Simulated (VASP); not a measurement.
Write the native input for VASP 6.6.1 that does the following.

| Quantity | Value |
| --- | --- |
| Task | single point |
| Functional | PBE |
| Potentials or basis | VASP PAW PBE potentials, release 64 (Si, C, N) |
| Cutoff | 520 eV |
| k mesh | 6 × 6 × 10 |
| Occupations | fermi-dirac, width 0.02 eV |
| Spin | no spin polarisation |
| Dipole correction | no |
| Further INCAR settings | ALGO = Normal; EDIFF = 1e-06; NBANDS = 45 |

The structure of Si3C3N8 lies in POSCAR:

```
Si3C3N8
1.0
    7.0423664737     -0.0000000028      0.0000000000
   -3.5211832344      6.0988682704      0.0000000000
    0.0000000000      0.0000000000      2.6683409762
Si C N
3 3 8
Direct
    0.2255296523      0.8349499168      0.5000000000
    0.1650500832      0.3905797355      0.5000000000
    0.6094202645      0.7744703477      0.5000000000
    0.4257734372      0.2366594532      0.0000000000
    0.8108860161      0.5742265628      0.0000000000
    0.7633405468      0.1891139839      0.0000000000
    0.3333333333      0.6666666667      0.5000000000
    0.6666666667      0.3333333333      0.0000000000
    0.9483609663      0.6380112631      0.5000000000
    0.3039731706      1.0023010562      0.0000000000
    0.6983278856      0.6960268294      0.0000000000
    0.3619887369      0.3103497032      0.5000000000
   -0.0023010562      0.3016721144      0.0000000000
    0.6896502968      0.0516390337      0.5000000000
```

One way to write it, as run:

INCAR

```
SYSTEM = Si3C3N8
PREC = Accurate
ENCUT = 520
EDIFF = 1E-6
ISMEAR = -1
SIGMA = 0.02
LREAL = .False.
LASPH = .True.
NELM = 100
ALGO = Normal
ISIF = 2
LWAVE = .False.
LCHARG = .False.
GGA = PE
NBANDS = 45
```

KPOINTS

```
Automatic mesh
0
Gamma
  6 6 10
  0 0 0
```

Potentials or basis: VASP PAW PBE potentials, release 64 (Si, C, N).

Command:

```console
$ cat potpaw_PBE.64/Si/POTCAR potpaw_PBE.64/C/POTCAR potpaw_PBE.64/N/POTCAR > POTCAR
$ mpirun -np 1 vasp_std > vasp.out
```

It gave:

```
Pressure               : 5.7 GPa
Largest force          : 0.265 eV/Å
Band gap on the k mesh : 2.30 eV (least direct gap 2.49 eV)
```

Caveat: the cell stands under pressure.

It took 6.1 min on 1 thread of Intel(R) Xeon(R) 6975P-C (Granite Rapids), with other jobs on the host, peak memory 0.34 GiB.
